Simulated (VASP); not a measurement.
# Au (Fm-3m) in VASP: a series of runs

Runs on Au. Level: PBEsol. Tasks: single point.

All numbers are computed with VASP 6.6.1; they aren't measurements. Logs are shortened: lines on timing, memory, paths and dates and some standing lists are left out, and cuts for length are marked.

## 1. The cell of the first run

It takes space group Fm-3m (No. 225, cubic). The conventional cell has a = 4.084 Å, b = 4.084 Å, c = 4.084 Å, α = 90.00°, β = 90.00°, γ = 90.00°. Within 3.8 Å of Au (site symmetry m-3m) lie 12 Au at 2.89 Å.

## 2. Single point, PBEsol

Input file INCAR:

```
SYSTEM = Au
PREC = Accurate
ENCUT = 520
EDIFF = 1E-7
ISMEAR = -1
SIGMA = 0.1
LREAL = .FALSE.
LASPH = .TRUE.
NELM = 80
ALGO = Normal
ISIF = 2
LWAVE = .FALSE.
LCHARG = .FALSE.
GGA = PS
NBANDS = 18
```

Input file KPOINTS:

```
Automatic mesh
0
G
  13 13 9
  0 0 0
```

Input file POSCAR:

```
Au
1.0
    2.0417732430      2.0417732430      0.0000000000
   -2.0417732430      2.0417732430      0.0000000000
    0.0000000000      0.0000000000      4.0835464860
Au
2
Direct
    0.0000000000      0.0000000000      0.0000000000
    0.5000000000      0.5000000000      0.5000000000
```

Potentials or basis: VASP PAW PBE potentials, release 64 (Au).

Run with:

```sh
cat potpaw_PBE.64/Au/POTCAR > POTCAR
mpirun -np 1 vasp_std > vasp.out
```

OUTCAR:

```text
SYSTEM = Au
   PREC = Accurate
   ENCUT = 520
   EDIFF = 1E-7
   ISMEAR = -1
   LREAL = .FALSE.
   LASPH = .TRUE.
   NELM = 80
   ISIF = 2
   GGA = PS

 ion  position               nearest neighbor table
   1  0.000  0.000  0.000-   2 2.89   2 2.89   2 2.89   2 2.89   2 2.89   2 2.89   2 2.89   2 2.89

   2  0.500  0.500  0.500-   1 2.89   1 2.89   1 2.89   1 2.89   1 2.89   1 2.89   1 2.89   1 2.89

  LATTYP: Found a simple tetragonal cell.
 ALAT       =     2.8875034115
 C/A-ratio  =     1.4142135624

  Lattice vectors:

 A1 = (   2.0417732430,   2.0417732430,   0.0000000000)
 A2 = (  -2.0417732430,   2.0417732430,   0.0000000000)
 A3 = (   0.0000000000,   0.0000000000,   4.0835464860)

Analysis of symmetry for initial positions (statically):
=====================================================================
 Subroutine PRICEL returns following result:

  LATTYP: Found a face centered cubic cell.
 ALAT       =     4.0835464860

  Lattice vectors:

 A1 = (   0.0000000000,  -2.0417732430,  -2.0417732430)
 A2 = (   2.0417732430,   0.0000000000,  -2.0417732430)
 A3 = (   2.0417732430,  -2.0417732430,   0.0000000000)

   2 primitive cells build up your supercell.

 Routine SETGRP: Setting up the symmetry group for a
 simple tetragonal supercell.

 Subroutine GETGRP returns: Found 16 space group operations
 (whereof 16 operations were pure point group operations)
 out of a pool of 16 trial point group operations.

The static configuration has the point symmetry D_4h.

Analysis of symmetry for dynamics (positions and initial velocities):
=====================================================================
 Subroutine PRICEL returns following result:

  LATTYP: Found a face centered cubic cell.
 ALAT       =     4.0835464860

  Lattice vectors:

 A1 = (   0.0000000000,  -2.0417732430,  -2.0417732430)
 A2 = (   2.0417732430,   0.0000000000,  -2.0417732430)
 A3 = (   2.0417732430,  -2.0417732430,   0.0000000000)

   2 primitive cells build up your supercell.

 Routine SETGRP: Setting up the symmetry group for a
 simple tetragonal supercell.

 Subroutine GETGRP returns: Found 16 space group operations
 (whereof 16 operations were pure point group operations)
 out of a pool of 16 trial point group operations.

The dynamic configuration has the point symmetry D_4h.

[... 84 lines left out ...]
   NGX,Y,Z   is equivalent  to a cutoff of  13.82, 13.82, 12.21 a.u.
   NGXF,Y,Z  is equivalent  to a cutoff of  27.64, 27.64, 24.43 a.u.
 SYSTEM =  Au
   PREC   = accura    normal or accurate (medium, high low for compatibility)
   ISTART =      0    job   : 0-new  1-cont  2-samecut
   ICHARG =      2    charge: 1-file 2-atom 10-const
   ISPIN  =      1    spin polarized calculation?
   LNONCOLLINEAR =      F non collinear calculations
   LSORBIT =      F    spin-orbit coupling
   LASPH  =      T    aspherical Exc in radial PAW
   ENCUT  =  520.0 eV  38.22 Ry    6.18 a.u.   5.37  5.37  7.59*2*pi/ulx,y,z
   NELM   =     80;   NELMIN=  2; NELMDL= -5     # of ELM steps
   EDIFF  = 0.1E-06   stopping-criterion for ELM
   LREAL  =      F    real-space projection
   EDIFFG = 0.1E-05   stopping-criterion for IOM
   NSW    =      0    number of steps for IOM
   IBRION =     -1    ionic relax: 0-MD 1-quasi-New 2-CG
   NFREE  =      0    steps in history (QN), initial steepest desc. (CG)
   ISIF   =      2    stress and relaxation
   ISYM   =      2    0-nonsym 1-usesym 2-fastsym
   POTIM  = 0.5000    time-step for ionic-motion
   TEBEG  =    0.0;   TEEND  =   0.0 temperature during run
   PSTRESS=    0.0 pullay stress
   NELECT =      22.0000    total number of electrons
   NUPDOWN=      -1.0000    fix difference up-down
   EMIN   =  10.00;   EMAX   =-10.00  energy-range for DOS
   EFERMI =   0.00;   METHOD = LEGACY
   ISMEAR =    -1;   SIGMA  =   0.10  broadening in eV -4-tet -1-fermi 0-gaus
   EFERMI_NEDOS =   21; number of points for ismear=-14 and -15
   IALGO  =     38    algorithm
   IMIX   =      4    mixing-type and parameters
     AMIX     =   0.40;   BMIX     =  1.00
     AMIX_MAG =   1.60;   BMIX_MAG =  1.00
  volume/ion in A,a.u.               =      17.02       114.88
  Fermi-wavevector in a.u.,A,eV,Ry     =   1.415321  2.674568 27.254278  2.003133
  Thomas-Fermi vector in A             =   2.536771
   LORBIT       =      0    0 simple, 1 ext, 2 COOP (PROOUT), +10 PAW based schemes
   GGA     = PS    functional components
   LHFCALC =     F    Hartree Fock is set to
   AEXX    =    0.0000 exact exchange contribution
   IVDW    =     0    specifies the selected vdW correction
   LEPSILON=     F    determine dielectric tensor
   LRPA    =     F    only Hartree local field effects (RPA)
 non-spin polarized calculation
  energy-cutoff  :      520.00
  volume of cell :       34.05
 maximum number of plane-waves:       932
 NGX is ok and might be reduce to    24
   NGX = 11   NGY = 11   NGZ = 15

 number of electron      21.9999998 magnetization

 Free energy of the ion-electron system (eV)
  ---------------------------------------------------
  ext. energy  EPLUGINS =         0.00000000
  ---------------------------------------------------
  free energy    TOTEN  =        -7.86130851 eV

  energy without entropy =       -7.84652224  energy(sigma->0) =       -7.85391538

 E-fermi :   9.3336     XC(G=0): -12.8915

 val. band max:        9.3214495741   @ k =   0.0000   0.0000   0.1111
 cond. band min:       9.4024447378   @ k =   0.3846   0.3846   0.2222
 fundamental gap:      0.0809951637
 Fermi energy:         9.3335979574

 k-point     1 :       0.0000    0.0000    0.0000
  band No.  band energies     occupation
      1      -0.6364      2.00000
      2       2.2121      2.00000
      3       2.5339      2.00000
      4       4.6081      2.00000
      5       4.6097      2.00000
      6       4.6097      2.00000
[... 481 lines left out ...]
      5       5.4120      2.00000
      6       6.0514      2.00000
[... 10 lines left out ...]
     17      21.2285      0.00000
     18      21.5712      0.00000

 [... further k-points ...]
[... 5 lines left out ...]
  --------------------------------------------------------------------------------------
  -------------------------------------------------------------------------------------
  Total       -0.1190550     -0.1190550     -0.0557564      0.0000000      0.0000000     -0.0000000
  in kB       -5.6024214     -5.6024214     -2.6237524      0.0000000      0.0000000     -0.0000000
  external PRESSURE =      -4.6095317 kB  Pullay stress =       0.0000000 kB

 VOLUME and BASIS-vectors are now :
 -----------------------------------------------------------------------------
  energy-cutoff  :      520.00
  volume of cell :       34.05
      direct lattice vectors                 reciprocal lattice vectors
     2.041773243  2.041773243  0.000000000     0.244885176  0.244885176  0.000000000
    -2.041773243  2.041773243  0.000000000    -0.244885176  0.244885176  0.000000000
     0.000000000  0.000000000  4.083546486     0.000000000  0.000000000  0.244885176

 POSITION                                       TOTAL-FORCE (eV/Angst)
 -----------------------------------------------------------------------------------
      0.00000      0.00000      0.00000         0.000000      0.000000      0.000000
      0.00000      2.04177      2.04177        -0.000000     -0.000000     -0.000000
 -----------------------------------------------------------------------------------
    total drift:                               -0.000000      0.000000     -0.000000

  FREE ENERGIE OF THE ION-ELECTRON SYSTEM (eV)
  ---------------------------------------------------
  free  energy   TOTEN  =        -7.8613085111 eV

  energy  without entropy=       -7.8465222400  energy(sigma->0) =       -7.85391538
```

It took 18 s on 1 thread of Intel Xeon 6975P-C (Granite Rapids), shared host; peak memory 0.19 GiB.

What came out:

```yaml
Free_energy: -7.8613 eV
Pressure: -0.5 GPa
Band_gap_on_the_k_mesh: zero (bands 11 and 12 overlap by 6.48 eV)
```

Levels at points of the mesh, in eV from the Fermi level:
```csv
k point,band 8,band 9,band 10,band 11,band 12,band 13,band 14,band 15
"(0.00, 0.00, 0.00)",-3.19,-2.03,-1.66,-1.66,0.91,5.71,9.92,9.92
```

Caveat: the PAW data sets were made with another functional, which shifts forces and pressure a little; spin-orbit coupling is left out, which moves the levels of the heavy elements.

## 3. Single point, PBEsol

Input file INCAR:

```
  PREC = Accurate
  ENCUT = 520
  EDIFF = 1E-6
  ISMEAR = -1
  SIGMA = 0.1
  LREAL = F
  LASPH = T
  NELM = 80
  ALGO = Normal
  ISIF = 2
  LWAVE = F
  LCHARG = T
  GGA = PS
  LELF = T
  LVHAR = T
  NBANDS = 18
```

Input file KPOINTS:

```
regular mesh
0
Gamma
  13 13 9
```

POSCAR is that of step 2.

Potentials or basis: VASP PAW PBE potentials, release 64 (Au).

Run with:

```sh
cat potpaw_PBE.64/Au/POTCAR > POTCAR
mpirun -np 1 vasp_std > vasp.out
```

Wall time 18 s (1 thread of Intel Xeon 6975P-C (Granite Rapids), shared host); peak memory 0.19 GiB.

Results (log left out):

```
Free energy            : -7.8613 eV
Pressure               : -0.5 GPa
Band gap on the k mesh : zero (bands 11 and 12 overlap by 6.48 eV)
```

Levels at points of the mesh, in eV from the Fermi level:
| k point | band 9 | band 10 | band 11 | band 12 | band 13 | band 14 |
| --- | --- | --- | --- | --- | --- | --- |
| (0.00, 0.00, 0.00) | -2.03 | -1.66 | -1.66 | 0.91 | 5.71 | 9.92 |

Caveat: the PAW data sets were made with another functional, which shifts forces and pressure a little; spin-orbit coupling is left out, which moves the levels of the heavy elements.
